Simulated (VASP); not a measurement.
Wanted: the native input for a VASP 6.6.1 run.

```
Task                   : single point
Functional             : PBE
Potentials or basis    : VASP PAW PBE potentials, release 64 (Be, V_sv)
Cutoff                 : 520 eV
k mesh                 : 14 × 14 × 14
Occupations            : gaussian, width 0.1 eV
Spin                   : collinear spin, ferromagnetic start
Starting moments       : [0.0, 0.0, 0.0, 0.55] μB
Dipole correction      : no
Further INCAR settings : ALGO = Normal; EDIFF = 1e-06; NBANDS = 22
```

The structure of Be3V lies in POSCAR:

```
Be3V
1.0
    0.0000000000      2.6683789050      2.6683789050
    2.6683789050      0.0000000000      2.6683789050
    2.6683789050      2.6683789050      0.0000000000
Be V
3 1
Direct
    0.2500000000      0.2500000000      0.2500000000
    0.7500000000      0.7500000000      0.7500000000
    0.5000000000      0.5000000000      0.5000000000
    0.0000000000      0.0000000000      0.0000000000
```

One way to write it, as run:

INCAR

```
SYSTEM = Be3V
PREC = Accurate ; ENCUT = 520
EDIFF = 1E-6 ; ISMEAR = 0
SIGMA = 0.1 ; LREAL = .False.
LASPH = .True. ; NELM = 150
ALGO = Normal ; ISIF = 2
LWAVE = .False. ; LCHARG = .False.
ISPIN = 2 ; MAGMOM = 0 0 0 0.55
LORBIT = 11 ; LMAXMIX = 4
GGA = PE ; NBANDS = 22
```

KPOINTS

```
Automatic mesh
0
Gamma
  14 14 14
  0 0 0
```

Potentials or basis: VASP PAW PBE potentials, release 64 (Be, V_sv).

The run is started by

```console
$ cat potpaw_PBE.64/Be/POTCAR potpaw_PBE.64/V_sv/POTCAR > POTCAR
$ mpirun -np 1 vasp_std > vasp.out
```

Results of the run:

```json
{"Pressure": "-0.9 GPa", "Net moment": "0.07 μB per cell", "Site moments": "Be -0.00; V +0.07 μB", "Valence electrons inside the program's atomic spheres": "Be 1.17, 1.06; V 11.70"}
```

It took 4 min on 1 thread of Oxide Virtual Turin-like Processor, on a shared host, peak memory 0.22 GiB.
